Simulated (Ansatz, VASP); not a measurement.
## Two plane-wave programs on Al3Ru2

Contents of INCAR:

```
SYSTEM = Al3Ru2
ALGO = Fast
EDIFF = 1E-6
ENCUT = 520
GGA = PS
ISIF = 2
ISMEAR = 0
LASPH = .True.
LCHARG = .False.
LREAL = .False.
LWAVE = .False.
NBANDS = 26
NELM = 80
PREC = Accurate
SIGMA = 0.1
```

KPOINTS

```
k-points
0
Gamma
  18 18 18
  0 0 0
```

The input POSCAR:

```
Al3Ru2
1.0
   -1.5389008750      1.5389008750      7.1431020300
    1.5389008750     -1.5389008750      7.1431020300
    1.5389008750      1.5389008750     -7.1431020300
Al Ru
3 2
Direct
    0.0000000000      0.0000000000      0.0000000000
    0.8061846200      0.8061846200      0.0000000000
    0.1938153800      0.1938153800      0.0000000000
    0.6058685700      0.6058685700      0.0000000000
    0.3941314300      0.3941314300      0.0000000000
```

Input for Ansatz:

```yaml
crystal:
  lattice:
    - [-1.538900875, 1.538900875, 7.14310203]
    - [1.538900875, -1.538900875, 7.14310203]
    - [1.538900875, 1.538900875, -7.14310203]
  atoms:
    - { symbol: Al, position: [0.0, 0.0, 0.0] }
    - { symbol: Al, position: [0.80618462, 0.80618462, 0.0] }
    - { symbol: Al, position: [0.19381538, 0.19381538, 0.0] }
    - { symbol: Ru, position: [0.60586857, 0.60586857, 0.0] }
    - { symbol: Ru, position: [0.39413143, 0.39413143, 0.0] }
basis:
  ecutwfc: 420
kpoints:
  mp_grid: { grid: [18, 18, 18] }
hamiltonian:
  xc: pbesol
scf:
  occupations: { method: gaussian, width: 0.1 }
output:
  forces: true
  stress: true
  eigenvalues: true
```

Alike in both runs: task single point; functional PBEsol; k mesh 18 × 18 × 18; occupations gaussian, width 0.1 eV; no spin polarisation.

```csv
,VASP,Ansatz
version,VASP 6.6.1,Ansatz 0.2.0
potentials or method,"VASP PAW PBE potentials, release 64 (Al, Ru_pv), cutoff 520 eV","scalar-relativistic, plane waves, PAW"
valence electrons in the cell,37,41
```

```tsv
	VASP	Ansatz	Ansatz less VASP
gap on the k mesh at the Fermi level (eV)	none	none	-
pressure (GPa)	-0.8	-1.0	-0.18
traceless stress, the component that is largest in VASP (GPa)	-0.28	-0.27	+0.002
rms of the force components (eV/Å)	0.015	0.016	+0.0008
```

VASP's potentials were made for PBE, not for PBEsol. Atom by atom the forces differ by 0.003 eV/Å (rms over components). A gap of «none» marks a metal or a gap that the smearing closes. VASP's potentials hold 37 valence electrons a cell and Ansatz's 41, so a difference there can come from the potentials and not from the codes.
